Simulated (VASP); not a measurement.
Set up this calculation in VASP 6.6.1, as the native input.

| Quantity | Value |
| --- | --- |
| Task | single point |
| Functional | PBE |
| Potentials or basis | VASP PAW PBE potentials, release 64 (Al, Co) |
| Cutoff | 520 eV |
| k mesh | 4 × 4 × 4 |
| Occupations | gaussian, width 0.2 eV |
| Spin | collinear spin, ferromagnetic start |
| Starting moments | [0.0, 0.0, 0.0, 0.0, 3.0] μB |
| Dipole correction | no |
| Further INCAR settings | ALGO = Normal; EDIFF = 1e-06; NBANDS = 22 |

The structure of Al4Co lies in POSCAR:

```
Al4Co
1.0
   -2.7797721095      2.7797721095      2.7797721095
    2.7797721095     -2.7797721095      2.7797721095
    2.7797721095      2.7797721095     -2.7797721095
Al Co
4 1
Direct
    0.0000000000      0.5000000000      0.0000000000
    0.5000000000      0.0000000000      0.0000000000
    0.0000000000      0.0000000000      0.5000000000
    0.5000000000      0.5000000000      0.5000000000
    0.0000000000      0.0000000000      0.0000000000
```

These files were run (other wordings do the same):

INCAR

```
PREC = Accurate ; ENCUT = 520
EDIFF = 1E-6 ; ISMEAR = 0
SIGMA = 0.2 ; LREAL = F
LASPH = T ; NELM = 150
ALGO = Normal ; ISIF = 2
LWAVE = F ; LCHARG = T
ISPIN = 2 ; MAGMOM = 0 0 0 0 3
LORBIT = 11 ; LMAXMIX = 4
GGA = PE ; LELF = T
LVHAR = T ; NBANDS = 22
```

KPOINTS

```
regular mesh
0
Gamma
  4 4 4
```

Potentials or basis: VASP PAW PBE potentials, release 64 (Al, Co).

Launch:

```bash
$ cat potpaw_PBE.64/Al/POTCAR potpaw_PBE.64/Co/POTCAR > POTCAR
$ mpirun -np 1 vasp_std > vasp.out
```

Results of the run:

| Property | Result |
| --- | --- |
| Pressure | 0.5 GPa |
| Net moment | 0.61 μB per cell |
| Site moments | Al +0.01; Co +0.36 μB |
| Valence electrons inside the program's atomic spheres | Al 0.80; Co 8.56 |

Caveat: the k points lie up to 0.40 Å⁻¹ apart.

It took 25 s on 1 thread of Intel(R) Xeon(R) Platinum 8488C (Sapphire Rapids), with other jobs on the host, peak memory 0.24 GiB.
